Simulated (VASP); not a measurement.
# Sb (Fm-3m) in VASP: further runs

Sb is run at these levels: PBEsol, r2SCAN; tasks: single point.

Program: VASP 6.6.1. These are calculated values, not measurements. Logs are shortened: lines on timing, memory, paths and dates and some standing lists are left out, and cuts for length are marked.

## 1. The cell of the first run

It takes space group Fm-3m (No. 225, cubic). The conventional cell has a = 4.610 Å, b = 4.610 Å, c = 4.610 Å, α = 90.00°, β = 90.00°, γ = 90.00°. Within 4.3 Å of Sb (site symmetry m-3m) lie 12 Sb at 3.26 Å.

This isn't the form of Sb at room conditions, which is rhombohedral.

## 2. Single point, PBEsol

Input file INCAR:

```
SYSTEM = Sb
PREC = Accurate ; ENCUT = 500
EDIFF = 1E-6 ; ISMEAR = -1
SIGMA = 0.05 ; LREAL = .FALSE.
LASPH = .TRUE. ; NELM = 120
ALGO = Normal ; ISIF = 2
LWAVE = .FALSE. ; LCHARG = .FALSE.
GGA = PS ; NBANDS = 8
GGA_COMPAT = .FALSE.
```

Input file KPOINTS:

```
Automatic mesh
0
G
  12 12 12
  0 0 0
```

Input file POSCAR:

```
Sb
1.0
    0.0000000000      2.3050000000      2.3050000000
    2.3050000000      0.0000000000      2.3050000000
    2.3050000000      2.3050000000      0.0000000000
Sb
1
Direct
    0.0000000000      0.0000000000      0.0000000000
```

Potentials or basis: VASP PAW PBE potentials, release 64 (Sb).

The run is started by

```sh
cat potpaw_PBE.64/Sb/POTCAR > POTCAR
mpirun -np 1 vasp_std > vasp.out
```

OUTCAR:

```text
SYSTEM = Sb
   PREC = Accurate
   ENCUT = 500
   EDIFF = 1E-6
   ISMEAR = -1
   LREAL = .FALSE.
   LASPH = .TRUE.
   NELM = 120
   ISIF = 2
   GGA = PS

 ion  position               nearest neighbor table
   1  0.000  0.000  0.000-

  LATTYP: Found a face centered cubic cell.
 ALAT       =     4.6100000000

  Lattice vectors:

 A1 = (   0.0000000000,   2.3050000000,   2.3050000000)
 A2 = (   2.3050000000,   0.0000000000,   2.3050000000)
 A3 = (   2.3050000000,   2.3050000000,   0.0000000000)

Analysis of symmetry for initial positions (statically):
=====================================================================
 Subroutine PRICEL returns:
 Original cell was already a primitive cell.

 Routine SETGRP: Setting up the symmetry group for a
 face centered cubic supercell.

 Subroutine GETGRP returns: Found 48 space group operations
 (whereof 48 operations were pure point group operations)
 out of a pool of 48 trial point group operations.

The static configuration has the point symmetry O_h .

Analysis of symmetry for dynamics (positions and initial velocities):
=====================================================================
 Subroutine PRICEL returns:
 Original cell was already a primitive cell.

 Routine SETGRP: Setting up the symmetry group for a
 face centered cubic supercell.

 Subroutine GETGRP returns: Found 48 space group operations
 (whereof 48 operations were pure point group operations)
 out of a pool of 48 trial point group operations.

The dynamic configuration has the point symmetry O_h .

 Subroutine INISYM returns: Found 48 space group operations
 (whereof 48 operations are pure point group operations),
 and found     1 'primitive' translations

----------------------------------------------------------------------------------------

                                     Primitive cell

  volume of cell :      24.4930

  direct lattice vectors                    reciprocal lattice vectors
     0.000000000  2.305000000  2.305000000    -0.216919740  0.216919740  0.216919740
     2.305000000  0.000000000  2.305000000     0.216919740 -0.216919740  0.216919740
     2.305000000  2.305000000  0.000000000     0.216919740  0.216919740 -0.216919740

  length of vectors
     3.259762261  3.259762261  3.259762261     0.375716010  0.375716010  0.375716010

  position of ions in fractional coordinates (direct lattice)
[... 76 lines left out ...]
   NELM   =    120;   NELMIN=  2; NELMDL= -5     # of ELM steps
   EDIFF  = 0.1E-05   stopping-criterion for ELM
   LREAL  =      F    real-space projection
   EDIFFG = 0.1E-04   stopping-criterion for IOM
   NSW    =      0    number of steps for IOM
   IBRION =     -1    ionic relax: 0-MD 1-quasi-New 2-CG
   NFREE  =      0    steps in history (QN), initial steepest desc. (CG)
   ISIF   =      2    stress and relaxation
   ISYM   =      2    0-nonsym 1-usesym 2-fastsym
   POTIM  = 0.5000    time-step for ionic-motion
   TEBEG  =    0.0;   TEEND  =   0.0 temperature during run
   PSTRESS=    0.0 pullay stress
   NELECT =       5.0000    total number of electrons
   NUPDOWN=      -1.0000    fix difference up-down
   EMIN   =  10.00;   EMAX   =-10.00  energy-range for DOS
   EFERMI =   0.00;   METHOD = LEGACY
   ISMEAR =    -1;   SIGMA  =   0.05  broadening in eV -4-tet -1-fermi 0-gaus
   EFERMI_NEDOS =   21; number of points for ismear=-14 and -15
   IALGO  =     38    algorithm
   IMIX   =      4    mixing-type and parameters
     AMIX     =   0.40;   BMIX     =  1.00
     AMIX_MAG =   1.60;   BMIX_MAG =  1.00
  volume/ion in A,a.u.               =      24.49       165.29
  Fermi-wavevector in a.u.,A,eV,Ry     =   0.963941  1.821585 12.642299  0.929183
  Thomas-Fermi vector in A             =   2.093530
   LORBIT       =      0    0 simple, 1 ext, 2 COOP (PROOUT), +10 PAW based schemes
   GGA     = PS    functional components
   LHFCALC =     F    Hartree Fock is set to
   AEXX    =    0.0000 exact exchange contribution
   IVDW    =     0    specifies the selected vdW correction
   LEPSILON=     F    determine dielectric tensor
   LRPA    =     F    only Hartree local field effects (RPA)
 non-spin polarized calculation
  energy-cutoff  :      500.00
  volume of cell :       24.49
 maximum number of plane-waves:       636
   NGX = 11   NGY = 11   NGZ = 11

 number of electron       4.9999999 magnetization

 Free energy of the ion-electron system (eV)
  ---------------------------------------------------
  ext. energy  EPLUGINS =         0.00000000
  ---------------------------------------------------
  free energy    TOTEN  =        -4.27038044 eV

  energy without entropy =       -4.26401083  energy(sigma->0) =       -4.26719564

 E-fermi :   9.7234     XC(G=0): -10.7483

 val. band max:        9.6321020877   @ k =   0.5000   0.4167   0.0833
 cond. band min:       9.7438087992   @ k =   0.5000   0.2500   0.0833
 fundamental gap:      0.1117067115
 Fermi energy:         9.7233909646

 k-point     1 :       0.0000    0.0000    0.0000
  band No.  band energies     occupation
      1      -4.0569      2.00000
      2      15.7035      0.00000
      3      15.7035      0.00000
      4      15.7035      0.00000
      5      19.9006      0.00000
      6      19.9793      0.00000
      7      19.9793      0.00000
      8      19.9793      0.00000
[... 243 lines left out ...]
 k-point    24 :      -0.4167    0.1667    0.0000
  band No.  band energies     occupation
      1       0.6166      2.00000
      2       3.9009      2.00000
      3      10.2497      0.00005
      4      12.8225      0.00000
      5      16.5390      0.00000
      6      20.7357      0.00000
      7      21.0540      0.00000
      8      24.1297      0.00000

 [... further k-points ...]

------------------------ aborting loop because EDIFF is reached ----------------------------------------

  FORCE on cell =-STRESS in cart. coord.  units (eV):
  Direction    XX          YY          ZZ          XY          YZ          ZX
  --------------------------------------------------------------------------------------
  -------------------------------------------------------------------------------------
  Total        0.7930802      0.7930802      0.7930802     -0.0000000     -0.0000000      0.0000000
  in kB       51.8782003     51.8782003     51.8782003     -0.0000000     -0.0000000      0.0000000
  external PRESSURE =      51.8782003 kB  Pullay stress =       0.0000000 kB

 VOLUME and BASIS-vectors are now :
 -----------------------------------------------------------------------------
  energy-cutoff  :      500.00
  volume of cell :       24.49
      direct lattice vectors                 reciprocal lattice vectors
     0.000000000  2.305000000  2.305000000    -0.216919740  0.216919740  0.216919740
     2.305000000  0.000000000  2.305000000     0.216919740 -0.216919740  0.216919740
     2.305000000  2.305000000  0.000000000     0.216919740  0.216919740 -0.216919740

 POSITION                                       TOTAL-FORCE (eV/Angst)
 -----------------------------------------------------------------------------------
      0.00000      0.00000      0.00000         0.000000      0.000000     -0.000000
 -----------------------------------------------------------------------------------
    total drift:                               -0.000000      0.000000     -0.000000

  FREE ENERGIE OF THE ION-ELECTRON SYSTEM (eV)
  ---------------------------------------------------
  free  energy   TOTEN  =        -4.2703804445 eV

  energy  without entropy=       -4.2640108302  energy(sigma->0) =       -4.26719564
```

OSZICAR:

```text
N       E                     dE             d eps       ncg     rms          rms(c)
DAV:   1     0.481752906340E+01    0.48175E+01   -0.16485E+03  1160   0.398E+02
DAV:   2    -0.416846593715E+01   -0.89860E+01   -0.86335E+01  1624   0.539E+01
DAV:   3    -0.427757371770E+01   -0.10911E+00   -0.10850E+00  1408   0.644E+00
DAV:   4    -0.427783519217E+01   -0.26147E-03   -0.26147E-03  1744   0.388E-01
DAV:   5    -0.427783582894E+01   -0.63677E-06   -0.63664E-06  1512   0.123E-02    0.196E+00
DAV:   6    -0.427313164719E+01    0.47042E-02   -0.14610E-03  1504   0.182E-01    0.113E+00
DAV:   7    -0.427038874299E+01    0.27429E-02   -0.30782E-03  1312   0.263E-01    0.330E-02
DAV:   8    -0.427038064990E+01    0.80931E-05   -0.29736E-05  1608   0.442E-02    0.740E-03
DAV:   9    -0.427038044455E+01    0.20535E-06   -0.39528E-07  1640   0.460E-03
   1 F= -.42703804E+01 E0= -.42671956E+01  d E =-.636961E-02
```

Run time: 8.3 s. Hardware: 1 thread of AMD EPYC 7R43 (Zen 3), shared host; peak memory 0.11 GiB.

What came out:

| Property | Result |
| --- | --- |
| Free energy | -4.2704 eV |
| Pressure | 5.2 GPa |
| Band gap on the k mesh | zero (an odd number of electrons rules out a gap without spin polarisation) |

Caveat: the cell stands under pressure; the PAW data sets were made with another functional, which shifts forces and pressure a little; spin-orbit coupling is left out, which moves the levels of the heavy elements.

## 3. Single point, r2SCAN

POSCAR is that of step 2.

Input file INCAR.step1:

```
SYSTEM = Sb
PREC = Accurate ; ENCUT = 550
ISMEAR = -1 ; SIGMA = 0.05
LREAL = .FALSE. ; LASPH = .TRUE.
NELM = 120 ; NBANDS = 8
GGA = PE ; ALGO = Normal
EDIFF = 1E-5 ; LWAVE = .TRUE.
LCHARG = .FALSE. ; GGA_COMPAT = .FALSE.
```

Input file INCAR.step2:

```
SYSTEM = Sb
PREC = Accurate ; ENCUT = 550
EDIFF = 1E-6 ; ISMEAR = -1
SIGMA = 0.05 ; LREAL = .FALSE.
LASPH = .TRUE. ; NELM = 120
ALGO = Normal ; ISIF = 2
LWAVE = .FALSE. ; LCHARG = .FALSE.
METAGGA = R2SCAN ; LMIXTAU = .TRUE.
NBANDS = 8 ; ISTART = 1
GGA_COMPAT = .FALSE.
```

Input file KPOINTS:

```
regular mesh
0
G
  12 12 12
  0 0 0
```

Potentials or basis: VASP PAW PBE potentials, release 64 (Sb).

The run is started by

```sh
cat potpaw_PBE.64/Sb/POTCAR > POTCAR
cp INCAR.step1 INCAR
mpirun -np 1 vasp_std > vasp.out
cp INCAR.step2 INCAR
mpirun -np 1 vasp_std > vasp.out
```

Wall time 80 s (1 thread of AMD EPYC 7R43 (Zen 3), shared host); peak memory 0.15 GiB.

The run converged. Its results:

| Property | Result |
| --- | --- |
| Free energy | -25.1705 eV |
| Pressure | 7.9 GPa |
| Band gap on the k mesh | zero (an odd number of electrons rules out a gap without spin polarisation) |

Levels at points of the mesh, in eV from the Fermi level:
```csv
k point,band 1,band 2,band 3,band 4,band 5,band 6,band 7
"(0.00, 0.00, 0.00)",-14.48,6.34,6.34,6.34,10.66,10.66,10.66
"(0.50, 0.00, 0.00)",-9.88,-6.90,4.25,4.25,9.34,9.72,9.72
"(0.50, 0.50, 0.00)",-7.78,-5.91,0.31,0.31,4.68,4.71,18.86
```

Caveat: the cell stands under pressure; the PAW data sets were made with another functional, which shifts forces and pressure a little; spin-orbit coupling is left out, which moves the levels of the heavy elements.
